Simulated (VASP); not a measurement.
# Si3N4 (P6_3/m) in VASP: further runs

Si3N4 is run at these levels: PBE; tasks: single point.

All numbers are computed with VASP 6.6.1; they aren't measurements. Logs are shortened: lines on timing, memory, paths and dates and some standing lists are left out, and cuts for length are marked.

### 1 The cell of the first run

The structure is hexagonal, space group P6_3/m (No. 176). The conventional cell has a = 7.606 Å, b = 7.606 Å, c = 2.935 Å, α = 90.00°, β = 90.00°, γ = 120.00°. Si (site symmetry m) has 4 N at 1.73 to 1.74 Å within 2.3 Å. Within 2.3 Å of N (site symmetry -6) lie 3 Si at 1.73 Å. N (site symmetry m) has 3 Si at 1.74 Å within 2.3 Å.

### 2 Single point, PBE (uniaxial z strain +1.0%)

Contents of INCAR:

```
SYSTEM = Si3N4
PREC = Accurate
ENCUT = 520
EDIFF = 1E-7
ISMEAR = -1
SIGMA = 0.02
LREAL = .False.
LASPH = .True.
NELM = 60
ALGO = Normal
ISIF = 2
LWAVE = .False.
LCHARG = .False.
GGA = PE
NBANDS = 45
```

Contents of KPOINTS:

```
Automatic mesh
0
Gamma
  6 6 8
  0 0 0
```

Contents of POSCAR:

```
Si3N4
1.0
    7.6056640558      0.0000000000      0.0000000000
   -3.8028320279      6.5866982850      0.0000000000
    0.0000000000      0.0000000000      2.9347029311
Si N
6 8
Direct
    0.2300182212      0.8244029490      0.7500000000
    0.4056152722      0.2300182212      0.2500000000
    0.8244029490      0.5943847278      0.2500000000
    0.1755970510      0.4056152722      0.7500000000
    0.5943847278      0.7699817788      0.7500000000
    0.7699817788      0.1755970510      0.2500000000
    0.3333333333      0.6666666667      0.7500000000
    0.6666666667      0.3333333333      0.2500000000
    0.9676806465      0.6696079116      0.7500000000
    0.2980727350      0.9676806465      0.2500000000
    0.6696079116      0.7019272650      0.2500000000
    0.3303920884      0.2980727350      0.7500000000
    0.0323193535      0.3303920884      0.2500000000
    0.7019272650      0.0323193535      0.7500000000
```

Potentials or basis: VASP PAW PBE potentials, release 64 (Si, N).

Launch:

```
cat potpaw_PBE.64/Si/POTCAR potpaw_PBE.64/N/POTCAR > POTCAR
mpirun -np 1 vasp_std > vasp.out
```

OUTCAR:

```text
SYSTEM = Si3N4
   PREC = Accurate
   ENCUT = 520
   EDIFF = 1E-7
   ISMEAR = -1
   LREAL = .False.
   LASPH = .True.
   NELM = 60
   ISIF = 2
   GGA = PE

 ion  position               nearest neighbor table
   1  0.230  0.824  0.750-   7 1.73   9 1.74  10 1.74  10 1.74   5 3.00   4 3.00   3 3.06   3 3.06
                             2 3.06   2 3.06
   2  0.406  0.230  0.250-   8 1.73  10 1.74  12 1.74  12 1.74   6 3.00   3 3.00   4 3.06   4 3.06
                             1 3.06   1 3.06
   3  0.824  0.594  0.250-   8 1.73  11 1.74   9 1.74   9 1.74   2 3.00   6 3.00   5 3.06   5 3.06
                             1 3.06   1 3.06
   4  0.176  0.406  0.750-   7 1.73  12 1.74  13 1.74  13 1.74   5 3.00   1 3.00   2 3.06   2 3.06
                             6 3.06   6 3.06
   5  0.594  0.770  0.750-   7 1.73  14 1.74  11 1.74  11 1.74   1 3.00   4 3.00   3 3.06   3 3.06
                             6 3.06   6 3.06
   6  0.770  0.176  0.250-   8 1.73  13 1.74  14 1.74  14 1.74   2 3.00   3 3.00   4 3.06   4 3.06
                             5 3.06   5 3.06
   7  0.333  0.667  0.750-   1 1.73   4 1.73   5 1.73
   8  0.667  0.333  0.250-   6 1.73   3 1.73   2 1.73
   9  0.968  0.670  0.750-   1 1.74   3 1.74   3 1.74
  10  0.298  0.968  0.250-   2 1.74   1 1.74   1 1.74
  11  0.670  0.702  0.250-   3 1.74   5 1.74   5 1.74
  12  0.330  0.298  0.750-   4 1.74   2 1.74   2 1.74
  13  0.032  0.330  0.250-   6 1.74   4 1.74   4 1.74
  14  0.702  0.032  0.750-   5 1.74   6 1.74   6 1.74

  LATTYP: Found a hexagonal cell.
 ALAT       =     7.6056640558
 C/A-ratio  =     0.3858575543

  Lattice vectors:

 A1 = (   7.6056640558,   0.0000000000,   0.0000000000)
 A2 = (  -3.8028320279,   6.5866982850,   0.0000000000)
 A3 = (   0.0000000000,   0.0000000000,   2.9347029311)

Analysis of symmetry for initial positions (statically):
=====================================================================
 Subroutine PRICEL returns:
 Original cell was already a primitive cell.

 Routine SETGRP: Setting up the symmetry group for a
 hexagonal supercell.

 Subroutine GETGRP returns: Found 12 space group operations
 (whereof  6 operations were pure point group operations)
 out of a pool of 24 trial point group operations.

The static configuration has the point symmetry S_6 .
 The point group associated with its full space group is C_6h.

Analysis of symmetry for dynamics (positions and initial velocities):
=====================================================================
 Subroutine PRICEL returns:
 Original cell was already a primitive cell.

 Routine SETGRP: Setting up the symmetry group for a
 hexagonal supercell.

 Subroutine GETGRP returns: Found 12 space group operations
 (whereof  6 operations were pure point group operations)
 out of a pool of 24 trial point group operations.

The dynamic configuration has the point symmetry S_6 .
 The point group associated with its full space group is C_6h.

 Subroutine INISYM returns: Found 12 space group operations
 (whereof  6 operations are pure point group operations),
 and found     1 'primitive' translations

----------------------------------------------------------------------------------------

                                     Primitive cell

  volume of cell :     147.0175

  direct lattice vectors                    reciprocal lattice vectors
     7.605664056  0.000000000  0.000000000     0.131480958  0.075910567  0.000000000
    -3.802832028  6.586698285  0.000000000     0.000000000  0.151821134  0.000000000
     0.000000000  0.000000000  2.934702931     0.000000000  0.000000000  0.340749992

  length of vectors
     7.605664056  7.605664056  2.934702931     0.151821134  0.151821134  0.340749992

  position of ions in fractional coordinates (direct lattice)
     0.230018221  0.824402949  0.750000000
     0.405615272  0.230018221  0.250000000
     0.824402949  0.594384728  0.250000000
     0.175597051  0.405615272  0.750000000
     0.594384728  0.769981779  0.750000000
     0.769981779  0.175597051  0.250000000
     0.333333333  0.666666667  0.750000000
[... 26 lines left out ...]

 KPOINTS: Automatic mesh

Automatic generation of k-mesh.
 Grid dimensions read from file:
 generate k-points for:    6    6    8

 Generating k-lattice:

  Cartesian coordinates                     Fractional coordinates (reciprocal lattice)
     0.021913493  0.012651761  0.000000000     0.166666667 -0.000000000  0.000000000
     0.000000000  0.025303522  0.000000000     0.000000000  0.166666667  0.000000000
     0.000000000  0.000000000  0.042593749     0.000000000  0.000000000  0.125000000

  Length of vectors
     0.025303522  0.025303522  0.042593749

  Shift w.r.t. Gamma in fractional coordinates (k-lattice)
     0.000000000  0.000000000  0.000000000

 Subroutine IBZKPT returns following result:
 ===========================================

 Found     40 irreducible k-points:

 Following reciprocal coordinates:
            Coordinates               Weight
  0.000000  0.000000  0.000000      1.000000
  0.166667  0.000000  0.000000      6.000000
  0.333333 -0.000000  0.000000      6.000000
  0.500000 -0.000000  0.000000      3.000000
  0.166667  0.166667  0.000000      6.000000
  0.333333  0.166667  0.000000      6.000000
[... 16 lines left out ...]
 -0.333333  0.500000 -0.250000     12.000000
  0.333333  0.333333  0.250000      4.000000
 [... further k-points ...]
   k-points           NKPTS =     40   k-points in BZ     NKDIM =     40   number of bands    NBANDS=     45
   number of dos      NEDOS =    301   number of ions     NIONS =     14
   total plane-waves  NPLWV =  86400
   dimension x,y,z NGX =    60 NGY =   60 NGZ =   24
   dimension x,y,z NGXF=   120 NGYF=  120 NGZF=   48
   ions per type =               6   8
   NGX,Y,Z   is equivalent  to a cutoff of  13.11, 13.11, 13.60 a.u.
   NGXF,Y,Z  is equivalent  to a cutoff of  26.23, 26.23, 27.19 a.u.
 SYSTEM =  Si3N4
   PREC   = accura    normal or accurate (medium, high low for compatibility)
   ISTART =      0    job   : 0-new  1-cont  2-samecut
   ICHARG =      2    charge: 1-file 2-atom 10-const
   ISPIN  =      1    spin polarized calculation?
   LNONCOLLINEAR =      F non collinear calculations
   LSORBIT =      F    spin-orbit coupling
   LASPH  =      T    aspherical Exc in radial PAW
   ENCUT  =  520.0 eV  38.22 Ry    6.18 a.u.  14.14 14.14  5.46*2*pi/ulx,y,z
   NELM   =     60;   NELMIN=  2; NELMDL= -5     # of ELM steps
   EDIFF  = 0.1E-06   stopping-criterion for ELM
   LREAL  =      F    real-space projection
   EDIFFG = 0.1E-05   stopping-criterion for IOM
   NSW    =      0    number of steps for IOM
   IBRION =     -1    ionic relax: 0-MD 1-quasi-New 2-CG
   NFREE  =      0    steps in history (QN), initial steepest desc. (CG)
   ISIF   =      2    stress and relaxation
   ISYM   =      2    0-nonsym 1-usesym 2-fastsym
   POTIM  = 0.5000    time-step for ionic-motion
   TEBEG  =    0.0;   TEEND  =   0.0 temperature during run
   PSTRESS=    0.0 pullay stress
   NELECT =      64.0000    total number of electrons
   NUPDOWN=      -1.0000    fix difference up-down
   EMIN   =  10.00;   EMAX   =-10.00  energy-range for DOS
   EFERMI =   0.00;   METHOD = LEGACY
   ISMEAR =    -1;   SIGMA  =   0.02  broadening in eV -4-tet -1-fermi 0-gaus
   EFERMI_NEDOS =   21; number of points for ismear=-14 and -15
   IALGO  =     38    algorithm
   IMIX   =      4    mixing-type and parameters
     AMIX     =   0.40;   BMIX     =  1.00
     AMIX_MAG =   1.60;   BMIX_MAG =  1.00
  volume/ion in A,a.u.               =      10.50        70.87
  Fermi-wavevector in a.u.,A,eV,Ry     =   1.240733  2.344646 20.945072  1.539419
  Thomas-Fermi vector in A             =   2.375161
   LORBIT       =      0    0 simple, 1 ext, 2 COOP (PROOUT), +10 PAW based schemes
   GGA     = PE    functional components
[... 5 lines left out ...]
 non-spin polarized calculation
  energy-cutoff  :      520.00
  volume of cell :      147.02
 maximum number of plane-waves:      3990
 NGX is ok and might be reduce to    60
   NGX = 29   NGY = 29   NGZ = 11

 number of electron      63.9999995 magnetization

 Free energy of the ion-electron system (eV)
  ---------------------------------------------------
  ext. energy  EPLUGINS =         0.00000000
  ---------------------------------------------------
  free energy    TOTEN  =      -114.51420426 eV

  energy without entropy =     -114.51420426  energy(sigma->0) =     -114.51420426

 E-fermi :   7.1003     XC(G=0): -10.7654

 val. band max:        6.6651918265   @ k =   0.0000   0.0000   0.1250
 cond. band min:      10.8100827280   @ k =   0.0000   0.0000   0.0000
 fundamental gap:      4.1448909015
 Fermi energy:         7.1003020220

 k-point     1 :       0.0000    0.0000    0.0000
  band No.  band energies     occupation
      1     -11.4816      2.00000
      2     -10.0283      2.00000
      3     -10.0283      2.00000
      4      -9.4053      2.00000
      5      -9.2425      2.00000
      6      -9.2425      2.00000
[... 1117 lines left out ...]
     43      14.8079      0.00000
     44      14.8079      0.00000

 [... further k-points ...]

 [bands above 44 left out]

------------------------ aborting loop because EDIFF is reached ----------------------------------------

  FORCE on cell =-STRESS in cart. coord.  units (eV):
  Direction    XX          YY          ZZ          XY          YZ          ZX
  --------------------------------------------------------------------------------------
  -------------------------------------------------------------------------------------
  Total        3.7883166      3.7883166      0.0695601     -0.0000001      0.0000000      0.0000000
  in kB       41.2845726     41.2845726      0.7580567     -0.0000006      0.0000000      0.0000000
  external PRESSURE =      27.7757339 kB  Pullay stress =       0.0000000 kB

 VOLUME and BASIS-vectors are now :
 -----------------------------------------------------------------------------
  energy-cutoff  :      520.00
  volume of cell :      147.02
      direct lattice vectors                 reciprocal lattice vectors
     7.605664056  0.000000000  0.000000000     0.131480958  0.075910567  0.000000000
    -3.802832028  6.586698285  0.000000000     0.000000000  0.151821134  0.000000000
     0.000000000  0.000000000  2.934702931     0.000000000  0.000000000  0.340749992

 POSITION                                       TOTAL-FORCE (eV/Angst)
 -----------------------------------------------------------------------------------
     -1.38562      5.43009      2.20103         0.025396      0.041521     -0.000000
      2.21025      1.51506      0.73368        -0.023260      0.042754      0.000000
      4.00979      3.91503      0.73368         0.048656     -0.001233      0.000000
     -0.20695      2.67167      2.20103        -0.048656      0.001233      0.000000
      1.59258      5.07164      2.20103         0.023260     -0.042754      0.000000
      5.18846      1.15660      0.73368        -0.025396     -0.041521      0.000000
     -0.00000      4.39113      2.20103        -0.000000      0.000000      0.000000
      3.80283      2.19557      0.73368        -0.000000      0.000000      0.000000
      4.81345      4.41051      2.20103         0.018081      0.022038     -0.000000
     -1.41289      6.37382      0.73368        -0.010045      0.026677     -0.000000
      2.42350      4.62338      0.73368         0.028126     -0.004640     -0.000000
      1.37933      1.96332      2.20103        -0.028126      0.004640      0.000000
     -1.01062      2.17619      0.73368        -0.018081     -0.022038     -0.000000
      5.21572      0.21288      2.20103         0.010045     -0.026677     -0.000000
 -----------------------------------------------------------------------------------
    total drift:                               -0.000000      0.000000     -0.000000

  FREE ENERGIE OF THE ION-ELECTRON SYSTEM (eV)
  ---------------------------------------------------
  free  energy   TOTEN  =      -114.5142042602 eV

  energy  without entropy=     -114.5142042602  energy(sigma->0) =     -114.51420426
```

It took 4.2 min on 1 thread of Intel Xeon Platinum 8488C (Sapphire Rapids), shared host; peak memory 0.37 GiB.

Results:

```yaml
Free_energy: -114.5142 eV
Pressure: 2.8 GPa
Largest_force: 0.049 eV/Å
Band_gap_on_the_k_mesh: 4.14 eV (least direct gap 4.39 eV)
```

Forces in eV/Å, atoms in the order of the input:
```
Si   0.025  0.042  0.000
Si  -0.023  0.043  0.000
Si   0.049 -0.001  0.000
Si  -0.049  0.001  0.000
Si   0.023 -0.043  0.000
Si  -0.025 -0.042  0.000
N    0.000  0.000  0.000
N    0.000  0.000  0.000
N    0.018  0.022  0.000
N   -0.010  0.027  0.000
N    0.028 -0.005  0.000
N   -0.028  0.005  0.000
N   -0.018 -0.022  0.000
N    0.010 -0.027  0.000
```

Stress tensor (GPa, compression positive):
```
4.13 0.00 0.00
0.00 4.13 0.00
0.00 0.00 0.08
```

Levels at points of the mesh, in eV from the valence-band top:
```csv
k point,band 30,band 31,band 32,band 33,band 34,band 35
"(0.00, 0.00, 0.00)",-0.50,-0.38,-0.24,4.14,4.65,4.73
"(0.50, 0.00, 0.00)",-0.76,-0.37,-0.30,4.49,4.54,4.69
"(0.00, 0.00, 0.50)",-1.61,-1.29,-1.29,4.75,4.75,4.75
"(0.50, 0.00, 0.50)",-1.49,-1.01,-1.01,4.83,4.83,5.85
```

Caveat: the cell differs from its parent crystal (uniaxial z strain +1.0%). A k mesh can miss the band edges.

### 3 Single point, PBE (uniaxial z strain +2.0%)

Contents of INCAR:

```
SYSTEM = Si3N4
ALGO = Normal
EDIFF = 1E-7
ENCUT = 520
GGA = PE
ISIF = 2
ISMEAR = -1
LASPH = .True.
LCHARG = .False.
LREAL = .False.
LWAVE = .False.
NBANDS = 45
NELM = 100
PREC = Accurate
SIGMA = 0.02
```

Contents of KPOINTS:

```
k-points
0
Gamma
  6 6 8
  0 0 0
```

Contents of POSCAR:

```
Si3N4
1.0
    7.6056640558      0.0000000000      0.0000000000
   -3.8028320279      6.5866982850      0.0000000000
    0.0000000000      0.0000000000      2.9637593957
Si N
6 8
Direct
    0.2293976686      0.8242017889      0.7500000000
    0.4051958797      0.2293976686      0.2500000000
    0.8242017889      0.5948041203      0.2500000000
    0.1757982111      0.4051958797      0.7500000000
    0.5948041203      0.7706023314      0.7500000000
    0.7706023314      0.1757982111      0.2500000000
    0.3333333333      0.6666666667      0.7500000000
    0.6666666667      0.3333333333      0.2500000000
    0.9666283654      0.6695287972      0.7500000000
    0.2970995682      0.9666283654      0.2500000000
    0.6695287972      0.7029004318      0.2500000000
    0.3304712028      0.2970995682      0.7500000000
    0.0333716346      0.3304712028      0.2500000000
    0.7029004318      0.0333716346      0.7500000000
```

Potentials or basis: VASP PAW PBE potentials, release 64 (Si, N).

Launch:

```
cat potpaw_PBE.64/Si/POTCAR potpaw_PBE.64/N/POTCAR > POTCAR
mpirun -np 1 vasp_std > vasp.out
```

Run time: 3.9 min. Hardware: 1 thread of Intel Xeon Platinum 8488C (Sapphire Rapids), shared host; peak memory 0.38 GiB.

The run converged. Its results:

```yaml
Free_energy: -114.4909 eV
Pressure: 0.3 GPa
Largest_force: 0.055 eV/Å
Band_gap_on_the_k_mesh: 3.95 eV (least direct gap 4.25 eV)
```

Forces on the atoms (eV/Å):
```
Si   0.024  0.050  0.000
Si  -0.031  0.046  0.000
Si   0.055  0.004  0.000
Si  -0.055 -0.004  0.000
Si   0.031 -0.046  0.000
Si  -0.024 -0.050  0.000
N    0.000  0.000  0.000
N    0.000  0.000  0.000
N    0.009  0.018  0.000
N   -0.011  0.017  0.000
N    0.020  0.001  0.000
N   -0.020 -0.001  0.000
N   -0.009 -0.018  0.000
N    0.011 -0.017  0.000
```

Stress tensor (GPa, compression positive):
```
 3.00  0.00  0.00
 0.00  3.00  0.00
 0.00  0.00 -5.03
```

Levels at points of the mesh, in eV from the valence-band top:
```tsv
k point	band 30	band 31	band 32	band 33	band 34	band 35
(0.00, 0.00, 0.00)	-0.56	-0.37	-0.30	3.95	4.51	4.56
(0.50, 0.00, 0.00)	-0.73	-0.43	-0.35	4.34	4.36	4.50
(0.00, 0.00, 0.50)	-1.60	-1.25	-1.25	4.77	4.77	4.77
(0.50, 0.00, 0.50)	-1.47	-0.98	-0.98	4.86	4.86	5.82
```

Caveat: the cell differs from its parent crystal (uniaxial z strain +2.0%). A k mesh can miss the band edges.

(Continued in part 2 of 2.)
